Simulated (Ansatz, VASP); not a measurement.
# Two plane-wave programs on CrBrCl

```
Cr Br Cl
1.0
     3.73752    0.00000    0.00000
    -1.86876    3.23679    0.00000
     0.00000    0.00000   29.90074
Cr Br Cl
1 1 1
Direct
  0.00000 0.00000 0.29727
  0.33333 0.66667 0.34864
  0.66667 0.33333 0.25347
```

Alike in both runs: functional PBE; k mesh 6 × 6 × 1; occupations gaussian, width 0.1 eV; collinear spin.

Ansatz relaxed the structure, and its values are those at the end. VASP's run is a single point on that final structure, the one shown.

|  | VASP | Ansatz |
| --- | --- | --- |
| version | VASP 6.6.1 | Ansatz 0.2.0 |
| potentials or method | VASP PAW PBE potentials, release 64 (Cr_pv, Br, Cl), cutoff 520 eV | scalar-relativistic, plane waves, PAW |
| valence electrons in the cell | 26 | 28 |

|  | VASP | Ansatz | Ansatz less VASP |
| --- | --- | --- | --- |
| gap on the k mesh at the Fermi level (eV) | none | none | - |
| rms of the force components (eV/Å) | 0.006 | 0.007 | +0.0008 |
| net moment per atom (μB) | 1.33 | 1.33 | 0.000 |
| size of the moment on the site where the two differ most (μB) | 3.67 | 3.50 | -0.172 |

Site moments also hang on the region over which each program counts them. A gap of «none» marks a metal or a gap that the smearing closes. With one functional, cell and mesh, what is left measures potentials, basis and numerics. VASP's potentials hold 26 valence electrons a cell and Ansatz's 28, so a difference there can come from the potentials and not from the codes. Ansatz's warnings: slab cell height set, structure snapped to symmetry.
